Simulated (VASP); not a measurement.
Write the native input for VASP 6.6.1 that does the following.

- Task: single point
- Functional: SVWN5
- Potentials or basis: VASP PAW PBE potentials, release 64 (Zn, S)
- Cutoff: 520 eV
- k mesh: 8 × 8 × 3
- Occupations: fermi-dirac, width 0.05 eV
- Spin: no spin polarisation
- Dipole correction: no
- Further INCAR settings: ALGO = Normal; EDIFF = 1e-07; NBANDS = 46

The structure of ZnS (Wurtzite-4H) lies in POSCAR:

```
ZnS
1.0
    3.7970435223      0.0000000000      0.0000000000
   -1.8985217611      3.2883361495      0.0000000000
    0.0000000000      0.0000000000     12.4359706225
Zn S
4 4
Direct
    0.6666666667      0.3333333333      0.7500000000
    0.3333333333      0.6666666667      0.2500000000
    0.0000000000      0.0000000000      0.5000000000
    0.0000000000      0.0000000000      0.0000000000
    0.6666666667      0.3333333333      0.9375000000
    0.3333333333      0.6666666667      0.4375000000
    0.0000000000      0.0000000000      0.6875000000
    0.0000000000      0.0000000000      0.1875000000
```

The input as run:

INCAR

```
PREC     = Accurate       # precision mode
ENCUT    = 520            # plane-wave cutoff, eV
EDIFF    = 1E-7           # SCF threshold, eV
ISMEAR   = -1             # smearing method
SIGMA    = 0.05           # smearing width, eV
LREAL    = False          # projectors in reciprocal space
LASPH    = True           # aspherical terms in the spheres
NELM     = 60             # most SCF steps
ALGO     = Normal         # electronic algorithm
ISIF     = 2              # what is computed and relaxed
LWAVE    = False          # write WAVECAR
LCHARG   = True           # write CHGCAR
GGA      = VW             # functional
LELF     = True           # ELF
LVHAR    = True         
NBANDS   = 46             # bands
```

KPOINTS

```
Automatic mesh
0
Gamma
  8 8 3
```

Potentials or basis: VASP PAW PBE potentials, release 64 (Zn, S).

Run with:

```console
$ cat potpaw_PBE.64/Zn/POTCAR potpaw_PBE.64/S/POTCAR > POTCAR
$ mpirun -np 1 vasp_std > vasp.out
```

It gave:

| Property | Result |
| --- | --- |
| Pressure | -3.2 GPa |
| Largest force | 0.044 eV/Å |
| Band gap on the k mesh | 1.97 eV, direct |

Caveat: the PAW data sets were made with another functional, which shifts forces and pressure a little.

Run time: 75 s on 1 thread of Intel(R) Xeon(R) 6975P-C (Granite Rapids), with other jobs on the host, peak memory 0.26 GiB.
